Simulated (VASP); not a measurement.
Wanted: the native input for a VASP 6.6.1 run.

```
Task                               : single point
Functional                         : HSE06
Potentials or basis                : VASP PAW PBE potentials, release 64 (Na_pv, Cl)
Cutoff                             : 520 eV
k mesh                             : 6 × 6 × 6
Occupations                        : gaussian, width 0.01 eV
Spin                               : no spin polarisation
Dipole correction                  : no
Grid for exact exchange (PRECFOCK) : Normal
Further INCAR settings             : ALGO = Normal; EDIFF = 1e-06; NBANDS = 14
Share of exact exchange            : 0.25
Screening parameter                : 0.2079 1/Å
```

Crystal: NaCl.

```xyz
2
Lattice="0.0000 2.7466 2.8298 2.7466 0.0000 2.8298 2.7466 2.7466 0.0000" Properties=species:S:1:pos:R:3 pbc="T T T"
Na    0.0000    0.0000    0.0000
Cl    2.7466    2.7466    2.8298
```

This cell differs from its parent crystal: epitaxial xy strain -2.0%.

These files were run (other wordings do the same):

POSCAR

```
NaCl
1.0
    0.0000000000      2.7466448489      2.8297737235
    2.7466448489      0.0000000000      2.8297737235
    2.7466448489      2.7466448489      0.0000000000
Na Cl
1 1
Direct
    0.0000000000      0.0000000000      0.0000000000
    0.5000000000      0.5000000000      0.5000000000
```

INCAR.step1

```
ALGO     = Normal         # electronic algorithm
EDIFF    = 1E-5           # SCF threshold, eV
ENCUT    = 520            # plane-wave cutoff, eV
GGA      = PE             # functional
ISIF     = 2              # what is computed and relaxed
ISMEAR   = 0              # smearing method
LASPH    = T              # aspherical terms in the spheres
LCHARG   = F              # write CHGCAR
LREAL    = F              # projectors in reciprocal space
LWAVE    = T              # write WAVECAR
NBANDS   = 14             # bands
NELM     = 60             # most SCF steps
PREC     = Accurate       # precision mode
SIGMA    = 0.01           # smearing width, eV
```

INCAR.step2

```
ALGO     = Normal         # electronic algorithm
EDIFF    = 1E-6           # SCF threshold, eV
ENCUT    = 520            # plane-wave cutoff, eV
GGA      = PE             # functional
HFSCREEN = 0.2079         # screening, 1/A
ISIF     = 2              # what is computed and relaxed
ISMEAR   = 0              # smearing method
ISTART   = 1            
LASPH    = T              # aspherical terms in the spheres
LCHARG   = F              # write CHGCAR
LHFCALC  = T              # exact exchange
LREAL    = F              # projectors in reciprocal space
LWAVE    = F              # write WAVECAR
NBANDS   = 14             # bands
NELM     = 60             # most SCF steps
PREC     = Accurate       # precision mode
PRECFOCK = Normal       
SIGMA    = 0.01           # smearing width, eV
```

KPOINTS

```
k-points
0
Gamma
  6 6 6
```

Potentials or basis: VASP PAW PBE potentials, release 64 (Na_pv, Cl).

The run is started by

```console
$ cat potpaw_PBE.64/Na_pv/POTCAR potpaw_PBE.64/Cl/POTCAR > POTCAR
$ cp INCAR.step1 INCAR
$ mpirun -np 1 vasp_std > vasp.out
$ cp INCAR.step2 INCAR
$ mpirun -np 1 vasp_std > vasp.out
```

It gave:

```yaml
Pressure: 1.7 GPa
Band_gap_on_the_k_mesh: 6.67 eV
```

Caveat: the cell differs from its parent crystal (epitaxial xy strain -2.0%); the PAW data sets were made with another functional, which shifts forces and pressure a little.

Run time: 59 min on 1 thread of AMD EPYC 7R43 64-Core Processor (Zen 3), on a shared host, peak memory 0.24 GiB.
